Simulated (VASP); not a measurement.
## HgTe (Coloradoite): single point with PBE

HgTe (Coloradoite):

```
Hg Te
1.0
     0.00000    3.21450    3.27879
     3.21450    0.00000    3.27879
     3.21450    3.21450    0.00000
Hg Te
1 1
Cartesian
  0.0000 0.0000 0.0000
  1.6073 1.6073 1.6394
```

```json
{
 "Program": "VASP 6.6.1",
 "Task": "single point",
 "Functional": "PBE",
 "Potentials or basis": "VASP PAW PBE potentials, release 64 (Hg, Te)",
 "Cutoff": "520 eV",
 "k mesh": "6 × 6 × 6",
 "Occupations": "gaussian, width 0.05 eV",
 "Spin": "no spin polarisation"
}
```

```
Pressure               : 3.6 GPa
Band gap on the k mesh : zero (filled and empty bands touch)
```

Stress tensor (GPa, compression positive):
```
3.68 0.00 0.00
0.00 3.68 0.00
0.00 0.00 3.45
```

Levels at points of the mesh, in eV from the Fermi level:
```
           k point  band 6  band 7  band 8  band 9  band 10  band 11  band 12  band 13
(0.00, 0.00, 0.00)   -6.83   -0.76   -0.07    0.00     0.00     4.21     4.21     4.21
(0.50, 0.00, 0.00)   -6.53   -5.49   -1.05   -0.96     0.68     4.96     5.06     6.85
(0.50, 0.50, 0.00)   -6.41   -5.50   -2.23   -2.23     1.97     2.53     8.10     8.82
(0.50, 0.00, 0.50)   -6.37   -5.41   -2.33   -2.28     1.83     2.44     8.22     8.76
```

Wall time 26 s on 1 thread of Intel(R) Xeon(R) 6975P-C (Granite Rapids), on a shared host, peak memory 0.2 GiB.

Caveat: spin-orbit coupling is left out, which moves the levels of the heavy elements.
